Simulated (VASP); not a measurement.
# ZnS: single point with PBE

Crystal: ZnS.

```
CELL_PARAMETERS angstrom
1.92299 1.11024 3.14564
-1.92299 1.11024 3.14564
0.00000 -2.22048 3.14564
ATOMIC_POSITIONS crystal
Zn 0.99985 0.99985 0.99985
S 0.75015 0.75015 0.75015
```

```yaml
Program: VASP 6.6.1
Task: single point
Functional: PBE
Potentials_or_basis: VASP PAW PBE potentials, release 64 (Zn, S)
Cutoff: 520 eV
k_mesh: 6 × 6 × 6
Occupations: gaussian, width 0.1 eV
Spin: no spin polarisation
Dipole_correction: no
Further_INCAR_settings: ALGO = Normal; EDIFF = 1e-07; NBANDS = 16
```

* Pressure: 0.2 GPa
* Largest force: 0.006 eV/Å
* Band gap on the k mesh: 2.02 eV

Forces on the atoms (eV/Å):
```
Zn   0.000  0.000  0.006
S    0.000  0.000 -0.006
```

Stress tensor (GPa, compression positive):
```
0.27 0.00 0.00
0.00 0.27 0.00
0.00 0.00 0.15
```

Levels at points of the mesh, in eV from the valence-band top:
| k point | band 7 | band 8 | band 9 | band 10 | band 11 | band 12 |
| --- | --- | --- | --- | --- | --- | --- |
| (0.00, 0.00, 0.00) | -0.01 | 0.00 | 0.00 | 2.02 | 6.39 | 6.41 |
| (0.50, 0.00, 0.00) | -5.16 | -0.85 | -0.84 | 3.26 | 6.93 | 6.93 |
| (0.50, 0.50, 0.00) | -4.48 | -2.15 | -2.14 | 3.45 | 4.07 | 10.83 |
| (0.50, 0.50, 0.50) | -5.16 | -0.83 | -0.83 | 3.28 | 6.94 | 6.94 |

It took 24 s on 1 thread of Intel(R) Xeon(R) Platinum 8259CL CPU @ 2.50GHz (Skylake/Cascade Lake), with other jobs on the host, peak memory 0.17 GiB.
